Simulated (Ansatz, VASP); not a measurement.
# Two plane-wave programs on Ga

The input POSCAR:

```
Ga
1.0
   -1.4040000000      1.4110200000      2.2290000000
    1.4040000000     -1.4110200000      2.2290000000
    1.4040000000      1.4110200000     -2.2290000000
Ga
1
Direct
    0.0000000000      0.0000000000      0.0000000000
```

The input INCAR.step1:

```
  PREC = Accurate
  ENCUT = 520
  ISMEAR = 0
  SIGMA = 0.15
  LREAL = False
  LASPH = True
  NELM = 60
  NBANDS = 12
  GGA = PE
  ALGO = Normal
  EDIFF = 1E-4
  LWAVE = True
  LCHARG = False
```

Contents of INCAR.step2:

```
  PREC = Accurate
  ENCUT = 520
  EDIFF = 1E-6
  ISMEAR = 0
  SIGMA = 0.15
  LREAL = False
  LASPH = True
  NELM = 60
  ALGO = Normal
  ISIF = 2
  LWAVE = False
  LCHARG = False
  METAGGA = R2SCAN
  LMIXTAU = True
  NBANDS = 12
  ISTART = 1
```

KPOINTS

```
regular mesh
0
Gamma
  24 24 24
```

Input for Ansatz:

```yaml
crystal:
  lattice:
    - [-1.404, 1.41102, 2.229]
    - [1.404, -1.41102, 2.229]
    - [1.404, 1.41102, -2.229]
  atoms:
    - { symbol: Ga, position: [0.0, 0.0, 0.0] }
basis:
  ecutwfc: 500
kpoints:
  mp_grid: { grid: [24, 24, 24] }
hamiltonian:
  xc: r2scan
scf:
  occupations: { method: gaussian, width: 0.15 }
output:
  forces: true
  stress: true
  eigenvalues: true
```

Change from the starting cell: strain +0.0050 x Voigt [0, 1, 0, 0, 0, 0], atoms carried along.

Alike in both runs: task single point; functional r2SCAN; k mesh 24 × 24 × 24; occupations gaussian, width 0.15 eV; no spin polarisation.

|  | VASP | Ansatz |
| --- | --- | --- |
| version | VASP 6.6.1 | Ansatz 0.2.0 |
| potentials or method | VASP PAW PBE potentials, release 64 (Ga_d), cutoff 520 eV | scalar-relativistic, plane waves, PAW |
| valence electrons in the cell | 13 | 13 |

Ansatz gave:

- gap on the k mesh at the Fermi level (eV): none
- pressure (GPa): 0.6
- traceless stress, the component that is largest in VASP (GPa): 0.25

Question: What did VASP give for the same quantities?

Answer: gap on the k mesh at the Fermi level (eV): none; pressure (GPa): 0.6; traceless stress, the component that is largest in VASP (GPa): 0.23.

VASP's potentials were made for PBE, not for r2SCAN. A gap of «none» marks a metal or a gap that the smearing closes. With one functional, cell and mesh, what is left measures potentials, basis and numerics.
